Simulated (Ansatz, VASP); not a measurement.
# Pt in VASP and in Ansatz

File INCAR:

```
SYSTEM = Pt
PREC = Accurate ; ENCUT = 600
EDIFF = 1E-6 ; ISMEAR = -1
SIGMA = 0.08 ; LREAL = .FALSE.
LASPH = .TRUE. ; NELM = 100
ALGO = Normal ; ISIF = 3
LWAVE = .FALSE. ; LCHARG = .FALSE.
GGA = PE ; IBRION = 2
NSW = 60 ; EDIFFG = -0.005
```

File KPOINTS:

```
Automatic mesh
0
G
  9 9 12
  0 0 0
```

The input POSCAR:

```
Pt
1.0
    4.4395553444      0.0000000000      0.0000000000
   -2.2197776722      3.8447677098      0.0000000000
    0.0000000000      0.0000000000      2.7525243135
Pt
3
Direct
    0.0000000000      0.0000000000      0.0000000000
    0.3333333333      0.6666666667      0.5000000000
    0.6666666667      0.3333333333      0.5000000000
```

Input for Ansatz:

```yaml
crystal:
  lattice:
    - [4.4395553444, 0.0, 0.0]
    - [-2.2197776722, 3.8447677098, 0.0]
    - [0.0, 0.0, 2.7525243135]
  atoms:
    - { symbol: Pt, position: [0.0, 0.0, 0.0] }
    - { symbol: Pt, position: [0.3333333333, 0.6666666667, 0.5] }
    - { symbol: Pt, position: [0.6666666667, 0.3333333333, 0.5] }
kpoints:
  mp_grid: { grid: [9, 9, 12] }
scf:
  occupations: { method: fermi_dirac, width: 0.08 }
hamiltonian:
  xc: pbe
  pseudopotentials: { kind: paw }
output:
  forces: true
  stress: true
  write_density: true
  write_potential: true
  elf: true
  volumetric_format: npy
relax:
  f_tol: 0.005
  max_steps: 40
  cell: {}
```

Alike in both runs: task relaxation of cell and atoms; functional PBE; k mesh 9 × 9 × 12; occupations fermi-dirac, width 0.08 eV; no spin polarisation.

```csv
,VASP,Ansatz
version,VASP 6.6.1,Ansatz 0.2.0
potentials or method,"VASP PAW PBE potentials, release 64 (Pt)","PAW with Ansatz's default frozen-core files, scalar-relativistic"
plane-wave cutoff (eV),600,420
valence electrons in the cell,30,54
```

|  | VASP | Ansatz | Ansatz less VASP |
| --- | --- | --- | --- |
| relaxed volume (Å³/atom) | 16.00 | 16.03 | +0.029 |
| relaxed cell length with the largest relative difference (Å) | 4.530 | 4.533 | +0.0030 |

VASP's potentials hold 30 valence electrons a cell and Ansatz's 54, so a difference there can come from the potentials and not from the codes.

Spin-orbit coupling is off throughout.
